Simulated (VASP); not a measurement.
Write the native input for VASP 6.6.1 that does the following.

```
Task                               : single point
Functional                         : PBE-based screened hybrid with 25 % exact exchange
Potentials or basis                : VASP PAW PBE potentials, release 64 (I)
Cutoff                             : 520 eV
k mesh                             : 5 × 5 × 5
Occupations                        : fermi-dirac, width 0.05 eV
Spin                               : no spin polarisation
Dipole correction                  : no
Grid for exact exchange (PRECFOCK) : Normal
Share of exact exchange            : 0.25
Further INCAR settings             : ALGO = Normal; EDIFF = 1e-07; NBANDS = 10
Screening parameter                : 0.3 1/Å
```

Crystal: I.

```
I
1.0
     0.00000    2.41013    4.38820
     2.08382    0.00000    4.38820
     2.08382    2.41013    0.00000
I
1
Direct
  0.00000 0.00000 0.00000
```

The input as run:

POSCAR

```
I
1.0
    0.0000000000      2.4101281756      4.3881985677
    2.0838174163      0.0000000000      4.3881985677
    2.0838174163      2.4101281756      0.0000000000
I
1
Direct
    0.0000000000      0.0000000000      0.0000000000
```

INCAR.step1

```
SYSTEM = I
  PREC = Accurate
  ENCUT = 520
  EDIFF = 1E-5
  ISMEAR = -1
  SIGMA = 0.05
  LREAL = .FALSE.
  LASPH = .TRUE.
  NELM = 100
  ALGO = Normal
  ISIF = 2
  LWAVE = .TRUE.
  LCHARG = .FALSE.
  GGA = PE
  NBANDS = 10
```

INCAR.step2

```
SYSTEM = I
  PREC = Accurate
  ENCUT = 520
  EDIFF = 1E-7
  ISMEAR = -1
  SIGMA = 0.05
  LREAL = .FALSE.
  LASPH = .TRUE.
  NELM = 100
  ALGO = Normal
  ISIF = 2
  LWAVE = .FALSE.
  LCHARG = .FALSE.
  GGA = PE
  LHFCALC = .TRUE.
  AEXX = 0.25
  HFSCREEN = 0.3
  PRECFOCK = Normal
  ISTART = 1
  NBANDS = 10
```

KPOINTS

```
regular mesh
0
G
  5 5 5
  0 0 0
```

Potentials or basis: VASP PAW PBE potentials, release 64 (I).

Command:

```console
$ cat potpaw_PBE.64/I/POTCAR > POTCAR
$ cp INCAR.step1 INCAR
$ mpirun -np 1 vasp_std > vasp.out
$ cp INCAR.step2 INCAR
$ mpirun -np 1 vasp_std > vasp.out
```

It gave:

```yaml
Pressure: -0.1 GPa
Band_gap_on_the_k_mesh: zero (an odd number of electrons rules out a gap without spin polarisation)
```

Caveat: the k points lie up to 0.42 Å⁻¹ apart, too coarse for converged energies and pressures of a metal; the PAW data sets were made with another functional, which shifts forces and pressure a little; spin-orbit coupling is left out, which moves the levels of the heavy elements; an odd number of electrons without spin polarisation forces a metal; a magnetic or distorted state may lie lower.

Run time: 5.6 min on 1 thread of Intel(R) Xeon(R) Platinum 8559C (Emerald Rapids), on a shared host, peak memory 0.28 GiB.
